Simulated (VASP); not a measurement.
# CoO (Fm-3m) in VASP: further runs, part 3 of 3

VASP 6.6.1. The steps go on from the part before.

## 5. Single point, PBE, collinear spin, ferromagnetic start

This run uses another cell than the first one, of 9.68 Å³/atom, 1.010 times its volume.

File INCAR:

```
PREC = Accurate
ENCUT = 520
EDIFF = 1E-7
ISMEAR = 0
SIGMA = 0.05
LREAL = False
LASPH = True
NELM = 150
ALGO = Normal
ISIF = 2
LWAVE = False
LCHARG = False
ISPIN = 2
MAGMOM = 3 0
LORBIT = 11
LMAXMIX = 4
GGA = PE
NBANDS = 18
```

File KPOINTS:

```
regular mesh
0
Gamma
  14 14 14
```

File POSCAR:

```
CoO
1.0
    0.0000000000      2.1315000000      2.1315000000
    2.1315000000      0.0000000000      2.1315000000
    2.1315000000      2.1315000000      0.0000000000
Co O
1 1
Direct
    0.0000000000      0.0000000000      0.0000000000
    0.5000000000      0.5000000000      0.5000000000
```

Potentials or basis: VASP PAW PBE potentials, release 64 (Co, O).

Launch:

```console
cat potpaw_PBE.64/Co/POTCAR potpaw_PBE.64/O/POTCAR > POTCAR
mpirun -np 1 vasp_std > vasp.out
```

OUTCAR:

```text
PREC = Accurate
   ENCUT = 520
   EDIFF = 1E-7
   ISMEAR = 0
   LREAL = False
   LASPH = True
   NELM = 150
   ISIF = 2
   ISPIN = 2
   LORBIT = 11
   GGA = PE

 ion  position               nearest neighbor table
   1  0.000  0.000  0.000-   2 2.13   2 2.13   2 2.13   2 2.13   2 2.13   2 2.13
   2  0.500  0.500  0.500-   1 2.13   1 2.13   1 2.13   1 2.13   1 2.13   1 2.13

  LATTYP: Found a face centered cubic cell.
 ALAT       =     4.2630000000

  Lattice vectors:

 A1 = (   0.0000000000,   2.1315000000,   2.1315000000)
 A2 = (   2.1315000000,   0.0000000000,   2.1315000000)
 A3 = (   2.1315000000,   2.1315000000,   0.0000000000)

Analysis of symmetry for initial positions (statically):
=====================================================================
 Subroutine PRICEL returns:
 Original cell was already a primitive cell.

 Routine SETGRP: Setting up the symmetry group for a
 face centered cubic supercell.

 Subroutine GETGRP returns: Found 48 space group operations
 (whereof 48 operations were pure point group operations)
 out of a pool of 48 trial point group operations.

The static configuration has the point symmetry O_h .

Analysis of symmetry for dynamics (positions and initial velocities):
=====================================================================
 Subroutine PRICEL returns:
 Original cell was already a primitive cell.

 Routine SETGRP: Setting up the symmetry group for a
 face centered cubic supercell.

 Subroutine GETGRP returns: Found 48 space group operations
 (whereof 48 operations were pure point group operations)
 out of a pool of 48 trial point group operations.

The dynamic configuration has the point symmetry O_h .

Analysis of structural, dynamic, and magnetic symmetry:
=====================================================================
 Subroutine PRICEL returns:
 Original cell was already a primitive cell.

 Routine SETGRP: Setting up the symmetry group for a
 face centered cubic supercell.

 Subroutine GETGRP returns: Found 48 space group operations
 (whereof 48 operations were pure point group operations)
 out of a pool of 48 trial point group operations.

The overall configuration has the point symmetry O_h .

 Subroutine INISYM returns: Found 48 space group operations
 (whereof 48 operations are pure point group operations),
 and found     1 'primitive' translations

----------------------------------------------------------------------------------------

                                     Primitive cell

  volume of cell :      19.3681

  direct lattice vectors                    reciprocal lattice vectors
     0.000000000  2.131500000  2.131500000    -0.234576589  0.234576589  0.234576589
     2.131500000  0.000000000  2.131500000     0.234576589 -0.234576589  0.234576589
     2.131500000  2.131500000  0.000000000     0.234576589  0.234576589 -0.234576589

  length of vectors
     3.014396208  3.014396208  3.014396208     0.406298571  0.406298571  0.406298571

  position of ions in fractional coordinates (direct lattice)
     0.000000000  0.000000000  0.000000000
     0.500000000  0.500000000  0.500000000

  ion indices of the primitive-cell ions
   primitive index   ion index
                 1           1
                 2           2
[... 58 lines left out ...]
   dimension x,y,z NGXF=    48 NGYF=   48 NGZF=   48
   ions per type =               1   1
   NGX,Y,Z   is equivalent  to a cutoff of  13.24, 13.24, 13.24 a.u.
   NGXF,Y,Z  is equivalent  to a cutoff of  26.47, 26.47, 26.47 a.u.
 SYSTEM =  unknown system
   PREC   = accura    normal or accurate (medium, high low for compatibility)
   ISTART =      0    job   : 0-new  1-cont  2-samecut
   ICHARG =      2    charge: 1-file 2-atom 10-const
   ISPIN  =      2    spin polarized calculation?
   LNONCOLLINEAR =      F non collinear calculations
   LSORBIT =      F    spin-orbit coupling
   LASPH  =      T    aspherical Exc in radial PAW
   ENCUT  =  520.0 eV  38.22 Ry    6.18 a.u.   5.60  5.60  5.60*2*pi/ulx,y,z
   NELM   =    150;   NELMIN=  2; NELMDL= -5     # of ELM steps
   EDIFF  = 0.1E-06   stopping-criterion for ELM
   LREAL  =      F    real-space projection
   EDIFFG = 0.1E-05   stopping-criterion for IOM
   NSW    =      0    number of steps for IOM
   IBRION =     -1    ionic relax: 0-MD 1-quasi-New 2-CG
   NFREE  =      0    steps in history (QN), initial steepest desc. (CG)
   ISIF   =      2    stress and relaxation
   ISYM   =      2    0-nonsym 1-usesym 2-fastsym
   POTIM  = 0.5000    time-step for ionic-motion
   TEBEG  =    0.0;   TEEND  =   0.0 temperature during run
   PSTRESS=    0.0 pullay stress
   NELECT =      15.0000    total number of electrons
   NUPDOWN=      -1.0000    fix difference up-down
   EMIN   =  10.00;   EMAX   =-10.00  energy-range for DOS
   EFERMI =   0.00;   METHOD = LEGACY
   ISMEAR =     0;   SIGMA  =   0.05  broadening in eV -4-tet -1-fermi 0-gaus
   EFERMI_NEDOS =   21; number of points for ismear=-14 and -15
   IALGO  =     38    algorithm
   IMIX   =      4    mixing-type and parameters
     AMIX     =   0.40;   BMIX     =  1.00
     AMIX_MAG =   1.60;   BMIX_MAG =  1.00
  volume/ion in A,a.u.               =       9.68        65.35
  Fermi-wavevector in a.u.,A,eV,Ry     =   1.503407  2.841027 30.752334  2.260233
  Thomas-Fermi vector in A             =   2.614521
   LORBIT       =     11    0 simple, 1 ext, 2 COOP (PROOUT), +10 PAW based schemes
   GGA     = PE    functional components
   LHFCALC =     F    Hartree Fock is set to
   AEXX    =    0.0000 exact exchange contribution
   IVDW    =     0    specifies the selected vdW correction
   LEPSILON=     F    determine dielectric tensor
   LRPA    =     F    only Hartree local field effects (RPA)
 spin polarized calculation
 Gauss-broadening in eV      SIGMA  =   0.05
  energy-cutoff  :      520.00
  volume of cell :       19.37
 maximum number of plane-waves:       544
   NGX = 11   NGY = 11   NGZ = 11

 number of electron      15.0000007 magnetization       2.9476831

 Free energy of the ion-electron system (eV)
  ---------------------------------------------------
  ext. energy  EPLUGINS =         0.00000000
  ---------------------------------------------------
  free energy    TOTEN  =       -13.04728872 eV

  energy without entropy =      -13.04255092  energy(sigma->0) =      -13.04491982

 E-fermi :   7.8728     XC(G=0): -12.3954

 val. band max:        7.8706765382   @ k =   0.4286   0.2143   0.0000
 cond. band min:       7.8728050965   @ k =  -0.2143   0.2143   0.0714
 fundamental gap:      0.0021285583
 Fermi energy:         7.8727557849

 spin component 1

 k-point     1 :       0.0000    0.0000    0.0000
  band No.  band energies     occupation
      1     -12.2900      1.00000
      2       4.5885      1.00000
      3       4.5885      1.00000
      4       4.7742      1.00000
      5       4.7742      1.00000
      6       4.7742      1.00000
[... 493 lines left out ...]
     17      35.8045      0.00000
     18      36.6001      0.00000

 [... further k-points ...]

 spin component 2

 k-point     1 :       0.0000    0.0000    0.0000
  band No.  band energies     occupation
      1     -11.7685      1.00000
      2       5.3569      1.00000
      3       5.3569      1.00000
      4       5.3569      1.00000
      5       6.7794      1.00000
      6       6.7795      1.00000
[... 493 lines left out ...]
     17      36.2895      0.00000
     18      37.3701      0.00000

 [... further k-points ...]
[... 5 lines left out ...]
  --------------------------------------------------------------------------------------
  -------------------------------------------------------------------------------------
  Total       -0.2667215     -0.2667215     -0.2667215      0.0000000     -0.0000000      0.0000000
  in kB      -22.0639174    -22.0639174    -22.0639174      0.0000000     -0.0000000      0.0000000
  external PRESSURE =     -22.0639174 kB  Pullay stress =       0.0000000 kB

 VOLUME and BASIS-vectors are now :
 -----------------------------------------------------------------------------
  energy-cutoff  :      520.00
  volume of cell :       19.37
      direct lattice vectors                 reciprocal lattice vectors
     0.000000000  2.131500000  2.131500000    -0.234576589  0.234576589  0.234576589
     2.131500000  0.000000000  2.131500000     0.234576589 -0.234576589  0.234576589
     2.131500000  2.131500000  0.000000000     0.234576589  0.234576589 -0.234576589

 POSITION                                       TOTAL-FORCE (eV/Angst)
 -----------------------------------------------------------------------------------
      0.00000      0.00000      0.00000         0.000000      0.000000      0.000000
      2.13150      2.13150      2.13150        -0.000000     -0.000000     -0.000000
 -----------------------------------------------------------------------------------
    total drift:                                0.000000     -0.000000     -0.000000

  FREE ENERGIE OF THE ION-ELECTRON SYSTEM (eV)
  ---------------------------------------------------
  free  energy   TOTEN  =       -13.0472887243 eV

  energy  without entropy=      -13.0425509227  energy(sigma->0) =      -13.04491982

 total charge

# of ion       s       p       d       tot
------------------------------------------
    1        0.293   0.355   7.138   7.786
    2        1.556   3.424   0.000   4.980
--------------------------------------------------
tot          1.849   3.779   7.138  12.766

 magnetization (x)

# of ion       s       p       d       tot
------------------------------------------
    1        0.021   0.018   2.547   2.585
    2        0.029   0.283   0.000   0.312
--------------------------------------------------
tot          0.049   0.300   2.547   2.896
```

stdout:

```text
POSCAR found type information on POSCAR CoO
 POSCAR found :  2 types and       2 ions
 scaLAPACK will be used
 LDA part: xc-table for (Slater+PW92), standard interpolation
 POSCAR, INCAR and KPOINTS ok, starting setup
 FFT: planning ... GRIDC
 FFT: planning ... GRID_SOFT
 FFT: planning ... GRID
 WAVECAR not read
 entering main loop
```

Wall time 44 s (1 thread of Intel Xeon Platinum 8559C (Emerald Rapids), shared host); peak memory 0.19 GiB.

Results:

| Quantity | Value |
| --- | --- |
| Free energy | -13.0473 eV |
| Pressure | -2.2 GPa |
| Net moment | 2.95 μB per cell |
| Site moments | Co +2.58; O +0.31 μB |
| Valence electrons inside the program's atomic spheres | Co 7.79; O 4.98 |

Levels at points of the mesh, in eV from the Fermi level:
Spin up:
```
           k point  band 7  band 8  band 9  band 10  band 11  band 12
(0.00, 0.00, 0.00)   -3.09   -3.09   -3.09     0.99    16.86    18.12
(0.50, 0.00, 0.00)   -1.82    0.09    0.09     5.07     9.32    13.43
(0.50, 0.50, 0.00)   -2.44   -2.10   -2.10     5.85     9.81    11.67
```
Spin down:
```csv
k point,band 2,band 3,band 4,band 5,band 6,band 7,band 8,band 9,band 10,band 11
"(0.00, 0.00, 0.00)",-2.52,-2.52,-2.52,-1.09,-1.09,-1.09,0.07,0.07,1.54,16.76
"(0.50, 0.00, 0.00)",-7.53,-4.58,-4.58,-0.13,-0.13,0.18,2.70,2.70,5.36,10.12
"(0.50, 0.50, 0.00)",-6.34,-3.77,-3.77,-2.21,0.12,0.12,0.53,0.99,6.71,10.29
```

Caveat: a cell with one magnetic atom can't hold antiferromagnetic order, which such compounds often take; semilocal functionals often make such compounds metallic where correlation or magnetic order opens a gap, which also shifts bond lengths.

## 6. Single point, PBE, collinear spin, ferromagnetic start

This run uses another cell than the first one: it holds 4 atoms, not 2.

File INCAR:

```
SYSTEM = CoO
ALGO     = Normal         ! electronic algorithm
EDIFF    = 1E-6           ! SCF threshold, eV
ENCUT    = 520            ! plane-wave cutoff, eV
GGA      = PE             ! functional
ISIF     = 2              ! what is computed and relaxed
ISMEAR   = 0              ! smearing method
ISPIN    = 2              ! spin polarisation
LASPH    = .True.         ! aspherical terms in the spheres
LCHARG   = .True.         ! write CHGCAR
LELF     = .True.         ! ELF
LMAXMIX  = 4              ! l up to which the mixer works
LORBIT   = 11             ! projections on sites
LREAL    = .False.        ! projectors in reciprocal space
LVHAR    = .True.       
LWAVE    = .False.        ! write WAVECAR
MAGMOM   = 3 3 0 0        ! initial moments
NBANDS   = 27             ! bands
NELM     = 150            ! most SCF steps
PREC     = Accurate       ! precision mode
SIGMA    = 0.05           ! smearing width, eV
```

File KPOINTS:

```
k-points
0
Gamma
  10 10 6
  0 0 0
```

File POSCAR:

```
CoO
1.0
    0.0000000000      2.1245315500     -2.1245315500
    0.0000000000      2.1245315500      2.1245315500
    4.2490631000      0.0000000000      0.0000000000
Co O
2 2
Direct
    0.0000000000      0.0000000000      0.0000000000
    0.5000000000      0.5000000000      0.5000000000
    0.0000000000      1.0000000000      0.5000000000
    0.5000000000      1.5000000000      1.0000000000
```

Potentials or basis: VASP PAW PBE potentials, release 64 (Co, O).

Launch:

```console
cat potpaw_PBE.64/Co/POTCAR potpaw_PBE.64/O/POTCAR > POTCAR
mpirun -np 1 vasp_std > vasp.out
```

Run time: 97 s. Hardware: 1 thread of Intel Xeon Platinum 8559C (Emerald Rapids), shared host; peak memory 0.25 GiB.

It converged, with:

```
Free energy                                           : -26.0982 eV
Pressure                                              : -0.9 GPa
Net moment                                            : 5.78 μB per cell
Site moments                                          : Co +2.54; O +0.29 μB
Valence electrons inside the program's atomic spheres : Co 7.81; O 4.98
```

Levels at points of the mesh, in eV from the Fermi level:
Spin up:
```tsv
k point	band 16	band 17	band 18	band 19	band 20	band 21
(0.00, 0.00, 0.00)	-2.39	-2.05	-2.05	1.04	5.93	9.88
(0.50, 0.00, 0.00)	-1.80	0.01	0.01	6.45	6.45	10.50
(0.50, 0.50, 0.00)	-2.06	-2.05	-2.05	5.93	5.93	9.87
(0.00, 0.00, 0.50)	-1.91	-1.76	-1.76	4.87	4.87	12.66
(0.50, 0.00, 0.50)	0.13	0.13	0.13	5.09	5.09	9.42
(0.50, 0.50, 0.50)	-2.06	-1.33	-1.33	8.16	8.16	10.06
```
Spin down:
| k point | band 8 | band 9 | band 10 | band 11 | band 12 | band 13 | band 14 | band 15 | band 16 | band 17 |
| --- | --- | --- | --- | --- | --- | --- | --- | --- | --- | --- |
| (0.00, 0.00, 0.00) | -2.59 | -2.24 | -1.12 | -1.12 | -1.11 | 0.05 | 0.05 | 0.12 | 0.12 | 0.53 |
| (0.50, 0.00, 0.00) | -4.52 | -0.44 | -0.44 | -0.04 | -0.04 | 0.00 | 0.00 | 0.90 | 0.90 | 2.68 |
| (0.50, 0.50, 0.00) | -3.85 | -2.25 | -2.25 | 0.12 | 0.12 | 0.13 | 0.13 | 0.53 | 0.53 | 1.00 |
| (0.00, 0.00, 0.50) | -3.56 | -1.70 | -1.70 | -0.01 | -0.01 | -0.01 | -0.01 | 0.29 | 0.29 | 1.03 |
| (0.50, 0.00, 0.50) | -4.67 | -0.13 | -0.13 | -0.13 | -0.13 | 0.18 | 0.18 | 2.72 | 2.72 | 2.72 |
| (0.50, 0.50, 0.50) | -5.05 | -0.39 | -0.39 | -0.39 | -0.39 | 0.13 | 0.13 | 0.89 | 0.89 | 1.63 |

Caveat: semilocal functionals often make such compounds metallic where correlation or magnetic order opens a gap, which also shifts bond lengths. With open d or f shells a metallic result of PBE can be an artefact of self-interaction; +U or a hybrid may open a gap.

## 7. Summary

```tsv
spin	cell	k mesh	gap on the mesh (eV)	pressure (GPa)	moment (μB)
off	a = 3.005 Å, angles 60.0°, 2 atoms	14 × 14 × 14	none	-18.9	-
collinear, ferromagnetic start	a = 3.003 Å, angles 60.0°, 2 atoms	14 × 14 × 14	none	-0.3	2.92
collinear, ferromagnetic start	a = 3.005 Å, angles 60.0°, 2 atoms	14 × 14 × 14	none	-0.5	2.92
collinear, ferromagnetic start	a = 3.014 Å, angles 60.0°, 2 atoms	14 × 14 × 14	none	-2.2	2.95
collinear, ferromagnetic start	a = 3.005, b = 3.005, c = 4.249 Å, 4 atoms	10 × 10 × 6	none	-0.9	5.78
```

Alike in all rows: task single point; level PBE; potentials or basis VASP PAW PBE potentials, release 64 (Co, O); cutoff (eV) 520; smearing gaussian 0.05 eV.

Every run on the cell as given and a fine mesh finds a metal.

Caveats: semilocal functionals often make such compounds metallic where correlation or magnetic order opens a gap, which also shifts bond lengths; a cell with one magnetic atom can't hold antiferromagnetic order, which such compounds often take (some runs); an odd number of electrons without spin polarisation forces a metal (some runs); a magnetic or distorted state may lie lower (some runs).

Total energies depend on the potentials used, so only differences within one code and one set of settings carry meaning.
